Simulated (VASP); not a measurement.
Here is a VASP 6.6.1 calculation.

File INCAR:

```
SYSTEM = Al2O3
PREC     = Accurate       ! precision mode
ENCUT    = 520            ! plane-wave cutoff, eV
EDIFF    = 1E-8           ! SCF threshold, eV
ISMEAR   = -1             ! smearing method
SIGMA    = 0.02           ! smearing width, eV
LREAL    = .FALSE.        ! projectors in reciprocal space
LASPH    = .TRUE.         ! aspherical terms in the spheres
NELM     = 60             ! most SCF steps
ALGO     = Normal         ! electronic algorithm
ISIF     = 2              ! what is computed and relaxed
LWAVE    = .FALSE.        ! write WAVECAR
LCHARG   = .FALSE.        ! write CHGCAR
GGA      = PE             ! functional
LEFG     = .TRUE.       
NBANDS   = 35             ! bands
```

Contents of KPOINTS:

```
regular mesh
0
G
  5 5 5
  0 0 0
```

File POSCAR:

```
Al2O3
1.0
    2.4025136104      1.3870918797      4.3720844159
   -2.4025136104      1.3870918797      4.3720844159
    0.0000000000     -2.7741837594      4.3720844159
Al O
4 6
Direct
    0.6479040000      0.6479040000      0.6479040000
    0.8520960000      0.8520960000      0.8520960000
    0.1479040000      0.1479040000      0.1479040000
    0.3520960000      0.3520960000      0.3520960000
    0.4438545000      0.0561455000      0.7500000000
    0.9438545000      0.2500000000      0.5561455000
    0.0561455000      0.7500000000      0.4438545000
    0.7500000000      0.4438545000      0.0561455000
    0.2500000000      0.5561455000      0.9438545000
    0.5561455000      0.9438545000      0.2500000000
```

Potentials or basis: VASP PAW PBE potentials, release 64 (Al, O).

Launch:

```console
$ cat potpaw_PBE.64/Al/POTCAR potpaw_PBE.64/O/POTCAR > POTCAR
$ mpirun -np 1 vasp_std > vasp.out
```

(1) What does it give for the band gap on the k mesh?

(2) Predict the pressure.

(3) What does it give for the largest force?

## Answers

(1) 5.88 eV, direct.

(2) 0.3 GPa.

(3) 0.013 eV/Å.

Caveat: without QUAD_EFG the Cq values of the log hold for a quadrupole moment of 1 mb, not for the nuclei.
